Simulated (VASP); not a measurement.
A run of VASP 6.6.1 is set up as follows.

File INCAR:

```
  PREC = Accurate
  ENCUT = 520
  EDIFF = 1E-6
  ISMEAR = -1
  SIGMA = 0.02
  LREAL = F
  LASPH = T
  NELM = 100
  ALGO = Normal
  ISIF = 2
  LWAVE = F
  LCHARG = F
  GGA = PE
  NBANDS = 11
```

File KPOINTS:

```
Automatic mesh
0
Gamma
  10 10 10
```

The input POSCAR:

```
AlN
1.0
    0.0000000000      2.0175600000      1.9780000000
    2.0175600000      0.0000000000      1.9780000000
    2.0175600000      2.0175600000      0.0000000000
Al N
1 1
Direct
    0.0000000000      0.0000000000      0.0000000000
    0.5000000000      0.5000000000      0.5000000000
```

Potentials or basis: VASP PAW PBE potentials, release 64 (Al, N).

Command:

```bash
$ cat potpaw_PBE.64/Al/POTCAR potpaw_PBE.64/N/POTCAR > POTCAR
$ mpirun -np 1 vasp_std > vasp.out
```

(1) Predict the band gap on the k mesh.

(2) Predict the pressure.

Results:

(1) 4.69 eV, indirect (least direct gap 6.00 eV).

(2) 12.6 GPa.

Caveat: the cell differs from its parent crystal (equal xx and yy strain of +2 %).
